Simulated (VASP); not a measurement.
# Ca in VASP: further runs

The runs below take Ca through single point, with r2SCAN.

Program: VASP 6.6.1. These are calculated values, not measurements. Logs are shortened: lines on timing, memory, paths and dates and some standing lists are left out, and cuts for length are marked.

## 1. The cell of the first run

Symmetry: Im-3m, No. 229, cubic system. The conventional cell has a = 4.480 Å, b = 4.480 Å, c = 4.480 Å, α = 90.00°, β = 90.00°, γ = 90.00°. Within 5.1 Å of Ca (site symmetry m-3m) lie 14 Ca at 3.88 to 4.48 Å.

This isn't the form of Ca at room conditions, which is fcc.

## 2. Single point, r2SCAN

POSCAR reads:

```
Ca
1.0
   -2.2400000000      2.2400000000      2.2400000000
    2.2400000000     -2.2400000000      2.2400000000
    2.2400000000      2.2400000000     -2.2400000000
Ca
1
Direct
    0.0000000000      0.0000000000      0.0000000000
```

INCAR.step1 reads:

```
SYSTEM = Ca
ALGO = Normal ; EDIFF = 1E-4
ENCUT = 520 ; GGA = PE
ISMEAR = -1 ; LASPH = .True.
LCHARG = .False. ; LREAL = .False.
LWAVE = .True. ; NBANDS = 11
NELM = 80 ; PREC = Accurate
SIGMA = 0.15
```

INCAR.step2 reads:

```
SYSTEM = Ca
ALGO = Normal ; EDIFF = 1E-6
ENCUT = 520 ; ISIF = 2
ISMEAR = -1 ; ISTART = 1
LASPH = .True. ; LCHARG = .False.
LMIXTAU = .True. ; LREAL = .False.
LWAVE = .False. ; METAGGA = R2SCAN
NBANDS = 11 ; NELM = 80
PREC = Accurate ; SIGMA = 0.15
```

KPOINTS reads:

```
k-points
0
Gamma
  11 11 11
  0 0 0
```

Potentials or basis: VASP PAW PBE potentials, release 64 (Ca_sv).

Started as:

```bash
cat potpaw_PBE.64/Ca_sv/POTCAR > POTCAR
cp INCAR.step1 INCAR
mpirun -np 1 vasp_std > vasp.out
cp INCAR.step2 INCAR
mpirun -np 1 vasp_std > vasp.out
```

OUTCAR:

```text
SYSTEM = Ca
   EDIFF = 1E-6
   ENCUT = 520
   ISIF = 2
   ISMEAR = -1
   ISTART = 1
   LASPH = .True.
   LREAL = .False.
   METAGGA = R2SCAN
   NELM = 80
   PREC = Accurate

 ion  position               nearest neighbor table
   1  0.000  0.000  0.000-

  LATTYP: Found a body centered cubic cell.
 ALAT       =     4.4800000000

  Lattice vectors:

 A1 = (  -2.2400000000,   2.2400000000,   2.2400000000)
 A2 = (   2.2400000000,  -2.2400000000,   2.2400000000)
 A3 = (   2.2400000000,   2.2400000000,  -2.2400000000)

Analysis of symmetry for initial positions (statically):
=====================================================================
 Subroutine PRICEL returns:
 Original cell was already a primitive cell.

 Routine SETGRP: Setting up the symmetry group for a
 body centered cubic supercell.

 Subroutine GETGRP returns: Found 48 space group operations
 (whereof 48 operations were pure point group operations)
 out of a pool of 48 trial point group operations.

The static configuration has the point symmetry O_h .

Analysis of symmetry for dynamics (positions and initial velocities):
=====================================================================
 Subroutine PRICEL returns:
 Original cell was already a primitive cell.

 Routine SETGRP: Setting up the symmetry group for a
 body centered cubic supercell.

 Subroutine GETGRP returns: Found 48 space group operations
 (whereof 48 operations were pure point group operations)
 out of a pool of 48 trial point group operations.

The dynamic configuration has the point symmetry O_h .

 Subroutine INISYM returns: Found 48 space group operations
 (whereof 48 operations are pure point group operations),
 and found     1 'primitive' translations

----------------------------------------------------------------------------------------

                                     Primitive cell

  volume of cell :      44.9577

  direct lattice vectors                    reciprocal lattice vectors
    -2.240000000  2.240000000  2.240000000     0.000000000  0.223214286  0.223214286
     2.240000000 -2.240000000  2.240000000     0.223214286  0.000000000  0.223214286
     2.240000000  2.240000000 -2.240000000     0.223214286  0.223214286  0.000000000

  length of vectors
     3.879793809  3.879793809  3.879793809     0.315672670  0.315672670  0.315672670

  position of ions in fractional coordinates (direct lattice)
     0.000000000  0.000000000  0.000000000

  ion indices of the primitive-cell ions
   primitive index   ion index
                 1           1

----------------------------------------------------------------------------------------

 KPOINTS: k-points

Automatic generation of k-mesh.
 Grid dimensions read from file:
 generate k-points for:   11   11   11

 Generating k-lattice:

  Cartesian coordinates                     Fractional coordinates (reciprocal lattice)
     0.000000000  0.020292208  0.020292208     0.090909091  0.000000000  0.000000000
     0.020292208  0.000000000  0.020292208     0.000000000  0.090909091  0.000000000
     0.020292208  0.020292208  0.000000000     0.000000000  0.000000000  0.090909091

  Length of vectors
     0.028697515  0.028697515  0.028697515

  Shift w.r.t. Gamma in fractional coordinates (k-lattice)
     0.000000000  0.000000000  0.000000000

 Subroutine IBZKPT returns following result:
 ===========================================

 Found     56 irreducible k-points:

 Following reciprocal coordinates:
            Coordinates               Weight
  0.000000  0.000000  0.000000      1.000000
  0.090909  0.000000  0.000000     12.000000
  0.181818  0.000000  0.000000     12.000000
  0.272727  0.000000  0.000000     12.000000
  0.363636  0.000000  0.000000     12.000000
  0.454545  0.000000  0.000000     12.000000
[... 16 lines left out ...]
  0.272727  0.181818  0.090909     48.000000
  0.363636  0.181818  0.090909     24.000000
 [... further k-points ...]
   k-points           NKPTS =     56   k-points in BZ     NKDIM =     56   number of bands    NBANDS=     11
   number of dos      NEDOS =    301   number of ions     NIONS =      1
   total plane-waves  NPLWV =  27000
   dimension x,y,z NGX =    30 NGY =   30 NGZ =   30
   dimension x,y,z NGXF=    60 NGYF=   60 NGZF=   60
   ions per type =               1
   NGX,Y,Z   is equivalent  to a cutoff of  12.85, 12.85, 12.85 a.u.
   NGXF,Y,Z  is equivalent  to a cutoff of  25.71, 25.71, 25.71 a.u.
 SYSTEM =  Ca
   PREC   = accura    normal or accurate (medium, high low for compatibility)
   ISTART =      1    job   : 0-new  1-cont  2-samecut
   ICHARG =      0    charge: 1-file 2-atom 10-const
   ISPIN  =      1    spin polarized calculation?
   LNONCOLLINEAR =      F non collinear calculations
   LSORBIT =      F    spin-orbit coupling
   LASPH  =      T    aspherical Exc in radial PAW
   ENCUT  =  520.0 eV  38.22 Ry    6.18 a.u.   7.21  7.21  7.21*2*pi/ulx,y,z
   NELM   =     80;   NELMIN=  2; NELMDL=  0     # of ELM steps
   EDIFF  = 0.1E-05   stopping-criterion for ELM
   LREAL  =      F    real-space projection
   EDIFFG = 0.1E-04   stopping-criterion for IOM
   NSW    =      0    number of steps for IOM
   IBRION =     -1    ionic relax: 0-MD 1-quasi-New 2-CG
   NFREE  =      0    steps in history (QN), initial steepest desc. (CG)
   ISIF   =      2    stress and relaxation
   ISYM   =      2    0-nonsym 1-usesym 2-fastsym
   POTIM  = 0.5000    time-step for ionic-motion
   TEBEG  =    0.0;   TEEND  =   0.0 temperature during run
   PSTRESS=    0.0 pullay stress
   NELECT =      10.0000    total number of electrons
   NUPDOWN=      -1.0000    fix difference up-down
   EMIN   =  10.00;   EMAX   =-10.00  energy-range for DOS
   EFERMI =   0.00;   METHOD = LEGACY
   ISMEAR =    -1;   SIGMA  =   0.15  broadening in eV -4-tet -1-fermi 0-gaus
   EFERMI_NEDOS =   21; number of points for ismear=-14 and -15
   IALGO  =     38    algorithm
   IMIX   =      4    mixing-type and parameters
     AMIX     =   0.40;   BMIX     =  1.00
     AMIX_MAG =   1.60;   BMIX_MAG =  1.00
  volume/ion in A,a.u.               =      44.96       303.39
  Fermi-wavevector in a.u.,A,eV,Ry     =   0.991913  1.874443 13.386649  0.983891
  Thomas-Fermi vector in A             =   2.123688
   LORBIT       =      0    0 simple, 1 ext, 2 COOP (PROOUT), +10 PAW based schemes
   METAGGA = R2SCAN    functional components
   LHFCALC =     F    Hartree Fock is set to
   AEXX    =    0.0000 exact exchange contribution
   IVDW    =     0    specifies the selected vdW correction
   LEPSILON=     F    determine dielectric tensor
   LRPA    =     F    only Hartree local field effects (RPA)
 non-spin polarized calculation
  energy-cutoff  :      520.00
  volume of cell :       44.96
 maximum number of plane-waves:      1240
 NGX is ok and might be reduce to    30
   NGX = 15   NGY = 15   NGZ = 15

 number of electron      10.0000002 magnetization

 Free energy of the ion-electron system (eV)
  ---------------------------------------------------
  ext. energy  EPLUGINS =         0.00000000
  ---------------------------------------------------
  free energy    TOTEN  =        -7.06263326 eV

  energy without entropy =       -6.96903372  energy(sigma->0) =       -7.01583349

 E-fermi :   1.7664     XC(G=0):  -8.0107

 val. band max:        1.6810889482   @ k =  -0.3636  -0.4545   0.1818
 cond. band min:       1.7694019455   @ k =  -0.4545  -0.4545   0.1818
 fundamental gap:      0.0883129973
 Fermi energy:         1.7664074317

 k-point     1 :       0.0000    0.0000    0.0000
  band No.  band energies     occupation
      1     -42.1675      2.00000
      2     -22.2017      2.00000
      3     -22.2017      2.00000
      4     -22.2017      2.00000
      5      -2.4121      2.00000
      6       4.3839      0.00000
      7       4.3839      0.00000
      8       4.3839      0.00000
      9       5.4135      0.00000
     10       5.4135      0.00000
     11      12.2576      0.00000

 k-point     2 :       0.0909    0.0000    0.0000
  band No.  band energies     occupation
      1     -42.1666      2.00000
      2     -22.2112      2.00000
      3     -22.2049      2.00000
      4     -22.2017      2.00000
      5      -2.2619      2.00000
      6       4.2887      0.00000
      7       4.3152      0.00000
      8       4.4931      0.00000
      9       5.3081      0.00000
     10       5.4153      0.00000
     11      11.9928      0.00000

 k-point     3 :       0.1818    0.0000    0.0000
  band No.  band energies     occupation
      1     -42.1641      2.00000
      2     -22.2366      2.00000
      3     -22.2133      2.00000
      4     -22.2016      2.00000
      5      -1.8220      2.00000
      6       3.9906      0.00000
      7       4.0509      0.00000
      8       4.8108      0.00000
      9       5.2035      0.00000
     10       5.4340      0.00000
     11      10.8991      0.00000

 k-point     4 :       0.2727    0.0000    0.0000
  band No.  band energies     occupation
      1     -42.1608      2.00000
      2     -22.2695      2.00000
      3     -22.2244      2.00000
      4     -22.2016      2.00000
      5      -1.1268      2.00000
      6       3.3915      0.00004
      7       3.7713      0.00000
      8       5.2553      0.00000
      9       5.3018      0.00000
     10       5.4928      0.00000
     11       9.3856      0.00000
[... 239 lines left out ...]
 k-point    22 :       0.1818    0.1818    0.0909
  band No.  band energies     occupation
      1     -42.1577      2.00000
      2     -22.2923      2.00000
      3     -22.2308      2.00000
      4     -22.2164      2.00000
      5      -0.0959      1.99999
      6       2.9092      0.00098
      7       3.1256      0.00023
      8       5.4524      0.00000
      9       5.6121      0.00000
     10       6.0971      0.00000
     11       8.1994      0.00000

 k-point    23 :       0.2727    0.1818    0.0909
  band No.  band energies     occupation
      1     -42.1560      2.00000
      2     -22.2977      2.00000
      3     -22.2464      2.00000
      4     -22.2190      2.00000
      5       0.7964      1.99690
      6       2.3975      0.02933
      7       2.9093      0.00098
      8       5.5126      0.00000
      9       5.6711      0.00000
     10       6.6040      0.00000
     11       7.0838      0.00000

 k-point    24 :       0.3636    0.1818    0.0909
  band No.  band energies     occupation
      1     -42.1553      2.00000
      2     -22.2977      2.00000
      3     -22.2545      2.00000
      4     -22.2196      2.00000
      5       1.5899      1.52883
      6       1.7768      0.96528
      7       2.8391      0.00157
      8       5.5087      0.00000
      9       5.7005      0.00000
     10       6.6457      0.00000
     11       6.8864      0.00000

 [... further k-points ...]

------------------------ aborting loop because EDIFF is reached ----------------------------------------

  FORCE on cell =-STRESS in cart. coord.  units (eV):
  Direction    XX          YY          ZZ          XY          YZ          ZX
  --------------------------------------------------------------------------------------
  -------------------------------------------------------------------------------------
  Total       -0.1737666     -0.1737666     -0.1737666      0.0000000      0.0000000      0.0000000
  in kB       -6.1925972     -6.1925972     -6.1925972      0.0000000      0.0000000      0.0000000
  external PRESSURE =      -6.1925972 kB  Pullay stress =       0.0000000 kB

 VOLUME and BASIS-vectors are now :
 -----------------------------------------------------------------------------
  energy-cutoff  :      520.00
  volume of cell :       44.96
      direct lattice vectors                 reciprocal lattice vectors
    -2.240000000  2.240000000  2.240000000     0.000000000  0.223214286  0.223214286
     2.240000000 -2.240000000  2.240000000     0.223214286  0.000000000  0.223214286
     2.240000000  2.240000000 -2.240000000     0.223214286  0.223214286  0.000000000

 POSITION                                       TOTAL-FORCE (eV/Angst)
 -----------------------------------------------------------------------------------
      0.00000      0.00000      0.00000         0.000000     -0.000000     -0.000000
 -----------------------------------------------------------------------------------
    total drift:                               -0.000000     -0.000000      0.000000

  FREE ENERGIE OF THE ION-ELECTRON SYSTEM (eV)
  ---------------------------------------------------
  free  energy   TOTEN  =        -7.0626332633 eV

  energy  without entropy=       -6.9690337192  energy(sigma->0) =       -7.01583349
```

It took 56 s on 1 thread of AMD EPYC 9R45 (Zen 5), shared host; peak memory 0.15 GiB.

What came out:

- Free energy: -7.0626 eV
- Pressure: -0.6 GPa
- Band gap on the k mesh: zero (bands 5 and 6 overlap by 0.46 eV)

Caveat: the PAW data sets were made with another functional, which shifts forces and pressure a little.

## 3. Single point, r2SCAN

POSCAR reads:

```
Ca
1.0
   -2.2624000000      2.2624000000      2.2400000000
    2.2624000000     -2.2624000000      2.2400000000
    2.2176000000      2.2176000000     -2.2400000000
Ca
1
Direct
    0.0000000000      0.0000000000      0.0000000000
```

INCAR.step1 reads:

```
  PREC = Accurate
  ENCUT = 520
  ISMEAR = -1
  SIGMA = 0.15
  LREAL = False
  LASPH = True
  NELM = 60
  NBANDS = 11
  GGA = PE
  ALGO = Normal
  EDIFF = 1E-4
  LWAVE = True
  LCHARG = False
```

INCAR.step2 reads:

```
  PREC = Accurate
  ENCUT = 520
  EDIFF = 1E-6
  ISMEAR = -1
  SIGMA = 0.15
  LREAL = False
  LASPH = True
  NELM = 60
  ALGO = Normal
  ISIF = 2
  LWAVE = False
  LCHARG = False
  METAGGA = R2SCAN
  LMIXTAU = True
  NBANDS = 11
  ISTART = 1
```

KPOINTS reads:

```
regular mesh
0
Gamma
  11 11 11
```

Potentials or basis: VASP PAW PBE potentials, release 64 (Ca_sv).

Started as:

```bash
cat potpaw_PBE.64/Ca_sv/POTCAR > POTCAR
cp INCAR.step1 INCAR
mpirun -np 1 vasp_std > vasp.out
cp INCAR.step2 INCAR
mpirun -np 1 vasp_std > vasp.out
```

Wall time 3.7 min (1 thread of AMD EPYC 9R45 (Zen 5), shared host); peak memory 0.21 GiB.

It converged, with:

| Item | Value |
| --- | --- |
| Free energy | -7.0618 eV |
| Pressure | -0.6 GPa |
| Band gap on the k mesh | zero (bands 5 and 6 overlap by 0.51 eV) |

Stress tensor (GPa, compression positive):
```
-0.62  0.31  0.00
 0.31 -0.62  0.00
 0.00  0.00 -0.60
```

Levels at points of the mesh, in eV from the Fermi level:
```
           k point  band 1  band 2  band 3  band 4  band 5  band 6  band 7  band 8  band 9  band 10
(0.00, 0.00, 0.00)  -43.93  -23.97  -23.97  -23.97   -4.18    2.56    2.61    2.68    3.65     3.65
```

Caveat: the PAW data sets were made with another functional, which shifts forces and pressure a little.

[end of part 1 of 2]

The gap in the log of VASP goes by the Fermi energy; the results here count the filled bands.